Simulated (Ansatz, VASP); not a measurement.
**GaN in VASP and in Ansatz**

```
CELL_PARAMETERS angstrom
0.00000 1.99250 1.97257
1.99250 0.00000 1.97257
1.99250 1.99250 0.00000
ATOMIC_POSITIONS crystal
Ga 0.50000 0.50000 0.50000
N 0.00000 0.00000 0.00000
```

Change from the starting cell: zz strain of -1 %, PAW files.

Alike in both runs: task electric field gradients; functional PBEsol; k mesh 13 × 13 × 13; occupations fermi-dirac, width 0.02 eV; no spin polarisation.

|  | VASP | Ansatz |
| --- | --- | --- |
| version | VASP 6.6.1 | Ansatz 0.2.0 |
| potentials or method | VASP PAW PBE potentials, release 64 (Ga_d, N) | PAW with Ansatz's default frozen-core files, scalar-relativistic |
| plane-wave cutoff (eV) | 520 | 420 |
| valence electrons in the cell | 18 | 18 |

|  | VASP | Ansatz | Ansatz less VASP |
| --- | --- | --- | --- |
| gap on the k mesh at the Fermi level (eV) | 1.79 | 1.80 | +0.011 |
| pressure (GPa) | 64.4 | 63.6 | -0.80 |
| traceless stress, the component that is largest in VASP (GPa) | 3.52 | 3.58 | +0.061 |
| size of Vzz on the site where it differs most (V/Å²) | 10.6 | 10.7 | +0.12 |

VASP's potentials were made for PBE, not for PBEsol. Both programs put the cell under a high pressure, so it lies far from rest at this level. The functional is the same, so the differences come from potentials, cutoffs and numerics.

Noted on VASP's run: the cell as given lies far from equilibrium.
